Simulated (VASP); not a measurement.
# GaS2 (C2/c) in VASP: single point with r2SCAN

Aim: the single point of GaS2 with r2SCAN.

Everything below comes from runs of VASP 6.6.1. Logs are shortened: lines on timing, memory, paths and dates and some standing lists are left out, and cuts for length are marked.

## 1. The cell of the first run

The structure is monoclinic, space group C2/c (No. 15). Conventional cell: a = 8.358 Å, b = 4.257 Å, c = 8.083 Å, α = 90.00°, β = 118.37°, γ = 90.00°. Ga (site symmetry 2) has 8 S at 2.83 to 2.90 Å within 3.7 Å. Within 2.5 Å of S (site symmetry 1) lie 1 S at 1.90 Å.

## 2. Single point, r2SCAN

POSCAR reads:

```
GaS2
1.0
    0.0000000000      4.2566130000      0.0000000000
    4.1788680000     -2.1283060000      0.0000000000
   -0.3382550000      2.1283060000     -7.1119590000
Ga S
2 4
Direct
    0.1446000000      0.7500000000      0.7500000000
    0.8554000000      0.2500000000      0.2500000000
    0.5148000000      0.3000000000      0.9794000000
    0.1942000000      0.2000000000      0.5206000000
    0.4852000000      0.7000000000      0.0206000000
    0.8058000000      0.8000000000      0.4794000000
```

INCAR.step1 reads:

```
SYSTEM = GaS2
PREC = Accurate
ENCUT = 520
ISMEAR = -1
SIGMA = 0.1
LREAL = .False.
LASPH = .True.
NELM = 80
NBANDS = 34
GGA = PE
ALGO = Normal
EDIFF = 1E-4
LWAVE = .True.
LCHARG = .False.
```

INCAR.step2 reads:

```
SYSTEM = GaS2
PREC = Accurate
ENCUT = 520
EDIFF = 1E-6
ISMEAR = -1
SIGMA = 0.1
LREAL = .False.
LASPH = .True.
NELM = 80
ALGO = Normal
ISIF = 2
LWAVE = .False.
LCHARG = .False.
METAGGA = R2SCAN
LMIXTAU = .True.
NBANDS = 34
ISTART = 1
```

KPOINTS reads:

```
regular mesh
0
Gamma
  6 6 6
  0 0 0
```

Potentials or basis: VASP PAW PBE potentials, release 64 (Ga_d, S).

The run is started by

```
> cat potpaw_PBE.64/Ga_d/POTCAR potpaw_PBE.64/S/POTCAR > POTCAR
> cp INCAR.step1 INCAR
> mpirun -np 1 vasp_std > vasp.out
> cp INCAR.step2 INCAR
> mpirun -np 1 vasp_std > vasp.out
```

OUTCAR:

```text
SYSTEM = GaS2
   PREC = Accurate
   ENCUT = 520
   EDIFF = 1E-6
   ISMEAR = -1
   LREAL = .False.
   LASPH = .True.
   NELM = 80
   ISIF = 2
   METAGGA = R2SCAN
   ISTART = 1

 ion  position               nearest neighbor table
   1  0.145  0.750  0.750-   4 2.83   3 2.83
   2  0.855  0.250  0.250-   6 2.83   5 2.83
   3  0.515  0.300  0.979-   5 1.90   1 2.83
   4  0.194  0.200  0.521-   6 1.90   1 2.83
   5  0.485  0.700  0.021-   3 1.90   2 2.83
   6  0.806  0.800  0.479-   4 1.90   2 2.83

  LATTYP: Found a base centered monoclinic cell.
 ALAT       =     8.3577360000
 B/A-ratio  =     0.5093021603
 C/A-ratio  =     0.9670937455
 COS(beta)  =    -0.4751637753

  Lattice vectors:

 A1 = (  -4.1788680000,  -2.1283070000,   0.0000000000)
 A2 = (  -4.1788680000,   2.1283060000,   0.0000000000)
 A3 = (   3.8406130000,   0.0000000000,  -7.1119590000)

Analysis of symmetry for initial positions (statically):
=====================================================================
 Subroutine PRICEL returns:
 Original cell was already a primitive cell.

 Routine SETGRP: Setting up the symmetry group for a
 base centered monoclinic supercell.

 Subroutine GETGRP returns: Found  4 space group operations
 (whereof  2 operations were pure point group operations)
 out of a pool of  4 trial point group operations.

The static configuration has the point symmetry S_2 .
 The point group associated with its full space group is C_2h.

Analysis of symmetry for dynamics (positions and initial velocities):
=====================================================================
 Subroutine PRICEL returns:
 Original cell was already a primitive cell.

 Routine SETGRP: Setting up the symmetry group for a
 base centered monoclinic supercell.

 Subroutine GETGRP returns: Found  4 space group operations
 (whereof  2 operations were pure point group operations)
 out of a pool of  4 trial point group operations.

The dynamic configuration has the point symmetry S_2 .
 The point group associated with its full space group is C_2h.

 Subroutine INISYM returns: Found  4 space group operations
 (whereof  2 operations are pure point group operations),
 and found     1 'primitive' translations

----------------------------------------------------------------------------------------

                                     Primitive cell

  volume of cell :     126.5063

  direct lattice vectors                    reciprocal lattice vectors
     0.000000000  4.256613000  0.000000000     0.119649599  0.234928569  0.064613394
     4.178868000 -2.128306000  0.000000000     0.239299255  0.000000000 -0.011381417
    -0.338255000  2.128306000 -7.111959000     0.000000000  0.000000000 -0.140608235

  length of vectors
     4.256613000  4.689629430  7.431289504     0.271444929  0.239569761  0.140608235

  position of ions in fractional coordinates (direct lattice)
     0.144600000  0.750000000  0.750000000
     0.855400000  0.250000000  0.250000000
     0.514800000  0.300000000  0.979400000
     0.194200000  0.200000000  0.520600000
     0.485200000  0.700000000  0.020600000
     0.805800000  0.800000000  0.479400000

  ion indices of the primitive-cell ions
   primitive index   ion index
                 1           1
                 2           2
                 3           3
                 4           4
                 5           5
                 6           6

----------------------------------------------------------------------------------------

 KPOINTS: regular mesh

Automatic generation of k-mesh.
 Grid dimensions read from file:
 generate k-points for:    6    6    6

 Generating k-lattice:

  Cartesian coordinates                     Fractional coordinates (reciprocal lattice)
     0.019941600  0.039154761  0.010768899     0.166666667  0.000000000  0.000000000
     0.039883209  0.000000000 -0.001896903     0.000000000  0.166666667  0.000000000
     0.000000000  0.000000000 -0.023434706     0.000000000  0.000000000  0.166666667

  Length of vectors
     0.045240822  0.039928293  0.023434706

  Shift w.r.t. Gamma in fractional coordinates (k-lattice)
     0.000000000  0.000000000  0.000000000

 Subroutine IBZKPT returns following result:
 ===========================================

 Found     68 irreducible k-points:

 Following reciprocal coordinates:
            Coordinates               Weight
  0.000000  0.000000  0.000000      1.000000
  0.166667  0.000000  0.000000      4.000000
  0.333333 -0.000000  0.000000      4.000000
  0.500000 -0.000000 -0.000000      2.000000
  0.000000  0.166667  0.000000      2.000000
  0.166667  0.166667  0.000000      4.000000
[... 16 lines left out ...]
  0.500000 -0.000000  0.166667      4.000000
 -0.333333  0.000000  0.166667      4.000000
 [... further k-points ...]
   k-points           NKPTS =     68   k-points in BZ     NKDIM =     68   number of bands    NBANDS=     34
   number of dos      NEDOS =    301   number of ions     NIONS =      6
   total plane-waves  NPLWV =  64512
   dimension x,y,z NGX =    32 NGY =   36 NGZ =   56
   dimension x,y,z NGXF=    64 NGYF=   72 NGZF=  112
   ions per type =               2   4
   NGX,Y,Z   is equivalent  to a cutoff of  12.50, 12.76, 12.53 a.u.
   NGXF,Y,Z  is equivalent  to a cutoff of  25.00, 25.52, 25.06 a.u.
 SYSTEM =  GaS2
   PREC   = accura    normal or accurate (medium, high low for compatibility)
   ISTART =      1    job   : 0-new  1-cont  2-samecut
   ICHARG =      0    charge: 1-file 2-atom 10-const
   ISPIN  =      1    spin polarized calculation?
   LNONCOLLINEAR =      F non collinear calculations
   LSORBIT =      F    spin-orbit coupling
   LASPH  =      T    aspherical Exc in radial PAW
   ENCUT  =  520.0 eV  38.22 Ry    6.18 a.u.   7.91  8.72 13.82*2*pi/ulx,y,z
   NELM   =     80;   NELMIN=  2; NELMDL=  0     # of ELM steps
   EDIFF  = 0.1E-05   stopping-criterion for ELM
   LREAL  =      F    real-space projection
   EDIFFG = 0.1E-04   stopping-criterion for IOM
   NSW    =      0    number of steps for IOM
   IBRION =     -1    ionic relax: 0-MD 1-quasi-New 2-CG
   NFREE  =      0    steps in history (QN), initial steepest desc. (CG)
   ISIF   =      2    stress and relaxation
   ISYM   =      2    0-nonsym 1-usesym 2-fastsym
   POTIM  = 0.5000    time-step for ionic-motion
   TEBEG  =    0.0;   TEEND  =   0.0 temperature during run
   PSTRESS=    0.0 pullay stress
   NELECT =      50.0000    total number of electrons
   NUPDOWN=      -1.0000    fix difference up-down
   EMIN   =  10.00;   EMAX   =-10.00  energy-range for DOS
   EFERMI =   0.00;   METHOD = LEGACY
   ISMEAR =    -1;   SIGMA  =   0.10  broadening in eV -4-tet -1-fermi 0-gaus
   EFERMI_NEDOS =   21; number of points for ismear=-14 and -15
   IALGO  =     38    algorithm
   IMIX   =      4    mixing-type and parameters
     AMIX     =   0.40;   BMIX     =  1.00
     AMIX_MAG =   1.60;   BMIX_MAG =  1.00
  volume/ion in A,a.u.               =      21.08       142.28
  Fermi-wavevector in a.u.,A,eV,Ry     =   1.201418  2.270351 19.638721  1.443405
  Thomas-Fermi vector in A             =   2.337227
   LORBIT       =      0    0 simple, 1 ext, 2 COOP (PROOUT), +10 PAW based schemes
   METAGGA = R2SCAN    functional components
   LHFCALC =     F    Hartree Fock is set to
   AEXX    =    0.0000 exact exchange contribution
   IVDW    =     0    specifies the selected vdW correction
   LEPSILON=     F    determine dielectric tensor
   LRPA    =     F    only Hartree local field effects (RPA)
 non-spin polarized calculation
  energy-cutoff  :      520.00
  volume of cell :      126.51
 maximum number of plane-waves:      3422
   NGX = 15   NGY = 17   NGZ = 27

 number of electron      50.0000003 magnetization

 Free energy of the ion-electron system (eV)
  ---------------------------------------------------
  ext. energy  EPLUGINS =         0.00000000
  ---------------------------------------------------
  free energy    TOTEN  =       -54.21299861 eV

  energy without entropy =      -54.13388255  energy(sigma->0) =      -54.17344058

 E-fermi :   4.1500     XC(G=0): -10.2889

 val. band max:        4.1450900221   @ k =   0.3333  -0.1667   0.1667
 cond. band min:       4.1627986527   @ k =   0.3333   0.5000  -0.0000
 fundamental gap:      0.0177086306
 Fermi energy:         4.1500124102

 k-point     1 :       0.0000    0.0000    0.0000
  band No.  band energies     occupation
      1     -13.0874      2.00000
      2     -12.7716      2.00000
      3     -10.9119      2.00000
      4     -10.8995      2.00000
      5     -10.8940      2.00000
      6     -10.8879      2.00000
[... 26 lines left out ...]
     33      10.3279      0.00000
     34      10.3457      0.00000

 k-point     2 :       0.1667    0.0000    0.0000
  band No.  band energies     occupation
      1     -12.9937      2.00000
      2     -12.7342      2.00000
      3     -10.9120      2.00000
      4     -10.8936      2.00000
      5     -10.8875      2.00000
      6     -10.8855      2.00000
[... 26 lines left out ...]
     33      10.2509      0.00000
     34      10.7202      0.00000

 k-point     3 :       0.3333   -0.0000    0.0000
  band No.  band energies     occupation
      1     -12.8198      2.00000
      2     -12.6212      2.00000
      3     -10.9093      2.00000
      4     -10.8881      2.00000
      5     -10.8870      2.00000
      6     -10.8789      2.00000
[... 26 lines left out ...]
     33      10.3862      0.00000
     34      10.7362      0.00000
[... 704 lines left out ...]
 k-point    23 :       0.5000   -0.0000    0.1667
  band No.  band energies     occupation
      1     -12.7536      2.00000
      2     -12.5294      2.00000
      3     -10.9098      2.00000
      4     -10.8888      2.00000
      5     -10.8810      2.00000
      6     -10.8799      2.00000
[... 26 lines left out ...]
     33      10.5311      0.00000
     34      11.0628      0.00000

 k-point    24 :      -0.3333    0.0000    0.1667
  band No.  band energies     occupation
      1     -12.8068      2.00000
      2     -12.6335      2.00000
      3     -10.9024      2.00000
      4     -10.8901      2.00000
      5     -10.8847      2.00000
      6     -10.8806      2.00000
[... 26 lines left out ...]
     33      10.3010      0.00000
     34      10.9158      0.00000

 [... further k-points ...]
[... 5 lines left out ...]
  --------------------------------------------------------------------------------------
  -------------------------------------------------------------------------------------
  Total        9.0284827      0.8887728     -2.4571334      0.0000010     -0.0000002     -0.5701063
  in kB      114.3439762     11.2561345    -31.1191166      0.0000132     -0.0000029     -7.2202853
  external PRESSURE =      31.4936647 kB  Pullay stress =       0.0000000 kB

 VOLUME and BASIS-vectors are now :
 -----------------------------------------------------------------------------
  energy-cutoff  :      520.00
  volume of cell :      126.51
      direct lattice vectors                 reciprocal lattice vectors
     0.000000000  4.256613000  0.000000000     0.119649599  0.234928569  0.064613394
     4.178868000 -2.128306000  0.000000000     0.239299255  0.000000000 -0.011381417
    -0.338255000  2.128306000 -7.111959000     0.000000000  0.000000000 -0.140608235

 POSITION                                       TOTAL-FORCE (eV/Angst)
 -----------------------------------------------------------------------------------
      2.88046      0.61551     -5.33397        -0.000000      0.182617      0.000000
      0.96015      3.64111     -1.77799        -0.000000     -0.182617      0.000000
      0.92237      3.63728     -6.96545        -2.312830      1.392664      0.359504
      0.65968      1.50897     -3.70249         2.312830      1.392665     -0.359504
      2.91824      0.61934     -0.14651         2.312830     -1.392664     -0.359504
      3.18093      2.74764     -3.40947        -2.312830     -1.392665      0.359504
 -----------------------------------------------------------------------------------
    total drift:                                0.000000     -0.000000     -0.000000

  FREE ENERGIE OF THE ION-ELECTRON SYSTEM (eV)
  ---------------------------------------------------
  free  energy   TOTEN  =       -54.2129986122 eV

  energy  without entropy=      -54.1338825506  energy(sigma->0) =      -54.17344058
```

It took 11 min on 1 thread of Intel Xeon 6975P-C, shared host; peak memory 0.41 GiB.

What came out:

```yaml
Free_energy: -54.2130 eV
Pressure: 3.1 GPa
Largest_force: 2.724 eV/Å
Band_gap_on_the_k_mesh: zero (band 25 reaches 4.50 eV, above the bottom of band 26 at 3.81 eV)
```

Forces on the atoms (eV/Å):
```
Ga   0.000  0.183  0.000
Ga   0.000 -0.183  0.000
S   -2.313  1.393  0.360
S    2.313  1.393 -0.360
S    2.313 -1.393 -0.360
S   -2.313 -1.393  0.360
```

Stress tensor (GPa, compression positive):
```
11.43  0.00 -0.72
 0.00  1.13  0.00
-0.72  0.00 -3.11
```

Caveat: the PAW data sets were made with another functional, which shifts forces and pressure a little.
